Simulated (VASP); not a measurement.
Write the native input for VASP 6.6.1 that does the following.

* Task: single point
* Functional: PBE
* Potentials or basis: VASP PAW PBE potentials, release 64 (Y_sv, F)
* Cutoff: 520 eV
* k mesh: 12 × 12 × 8
* Occupations: gaussian, width 0.1 eV
* Spin: no spin polarisation
* Dipole correction: no
* Further INCAR settings: ALGO = Normal; EDIFF = 1e-07; NBANDS = 26

The structure of YF lies in POSCAR:

```
YF
1.0
    3.5420964114      0.0000000000      0.0000000000
   -1.7710482057      3.0675454750      0.0000000000
    0.0000000000      0.0000000000      7.5545587560
Y F
2 2
Direct
    0.3333333333      0.6666666667      0.3319065757
    0.6666666667      0.3333333333      0.8319065757
    0.3333333333      0.6666666667      0.0412283543
    0.6666666667      0.3333333333      0.5412283543
```

The input as run:

INCAR

```
SYSTEM = YF
PREC = Accurate
ENCUT = 520
EDIFF = 1E-7
ISMEAR = 0
SIGMA = 0.1
LREAL = .False.
LASPH = .True.
NELM = 100
ALGO = Normal
ISIF = 2
LWAVE = .False.
LCHARG = .False.
GGA = PE
NBANDS = 26
```

KPOINTS

```
regular mesh
0
Gamma
  12 12 8
  0 0 0
```

Potentials or basis: VASP PAW PBE potentials, release 64 (Y_sv, F).

Run with:

```sh
$ cat potpaw_PBE.64/Y_sv/POTCAR potpaw_PBE.64/F/POTCAR > POTCAR
$ mpirun -np 1 vasp_std > vasp.out
```

Results of the run:

* Pressure: -0.1 GPa
* Largest force: 0.009 eV/Å
* Band gap on the k mesh: zero (band 18 reaches 4.45 eV, above the bottom of band 19 at 4.14 eV)

It took 2.1 min on 1 thread of AMD EPYC 9R45 96-Core Processor (Zen 5), on a shared host, peak memory 0.3 GiB.
